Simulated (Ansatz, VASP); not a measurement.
## K3SBr: VASP beside Ansatz

The input INCAR:

```
  PREC = Accurate
  ENCUT = 600
  EDIFF = 1E-7
  ISMEAR = 0
  SIGMA = 0.02
  LREAL = False
  LASPH = True
  NELM = 100
  ALGO = Normal
  ISIF = 3
  LWAVE = False
  LCHARG = False
  GGA = PE
  IBRION = 2
  NSW = 100
  EDIFFG = -0.01
```

File KPOINTS:

```
regular mesh
0
Gamma
  6 6 6
```

File POSCAR:

```
K3SBr
1.0
    5.9353271808      0.0000000000      0.0000000000
    0.0000000000      5.9353271808      0.0000000000
    0.0000000000      0.0000000000      5.9353271808
K S Br
3 1 1
Direct
    0.0000000000      0.5000000000      0.0000000000
    0.0000000000      0.0000000000      0.5000000000
    0.5000000000      0.0000000000      0.0000000000
    0.5000000000      0.5000000000      0.5000000000
    0.0000000000      0.0000000000      0.0000000000
```

Input for Ansatz:

```yaml
crystal:
  lattice:
    - [5.9353271808, 0.0, 0.0]
    - [0.0, 5.9353271808, 0.0]
    - [0.0, 0.0, 5.9353271808]
  atoms:
    - { symbol: K, position: [0.0, 0.5, 0.0] }
    - { symbol: K, position: [0.0, 0.0, 0.5] }
    - { symbol: K, position: [0.5, 0.0, 0.0] }
    - { symbol: S, position: [0.5, 0.5, 0.5] }
    - { symbol: Br, position: [0.0, 0.0, 0.0] }
basis:
  ecutwfc: 420
kpoints:
  mp_grid: { grid: [6, 6, 6] }
hamiltonian:
  xc: pbe
scf:
  occupations: { method: gaussian, width: 0.02 }
output:
  forces: true
  stress: true
  eigenvalues: true
relax:
  adjacent_minimum: "off"
  f_tol: 0.01
  max_steps: 80
  cell: { stress_tol: 0.05 }
```

Change from the starting cell: species swapped into the KCaF3 type (Pm-3m, No. 221).

Alike in both runs: task relaxation of cell and atoms; functional PBE; k mesh 6 × 6 × 6; occupations gaussian, width 0.02 eV; no spin polarisation.

|  | VASP | Ansatz |
| --- | --- | --- |
| version | VASP 6.6.1 | Ansatz 0.2.0 |
| potentials or method | VASP PAW PBE potentials, release 64 (K_sv, S, Br), cutoff 600 eV | scalar-relativistic, plane waves, PAW |
| valence electrons in the cell | 40 | 40 |

|  | VASP | Ansatz | Ansatz less VASP |
| --- | --- | --- | --- |
| gap on the k mesh at the Fermi level, each at its own relaxed structure (eV) | 0.99 | 1.00 | +0.010 |
| relaxed volume (Å³/atom) | 42.62 | 42.45 | -0.168 |
| relaxed length of the cell vector where the two differ most in proportion (Å) | 5.973 | 5.965 | -0.0079 |
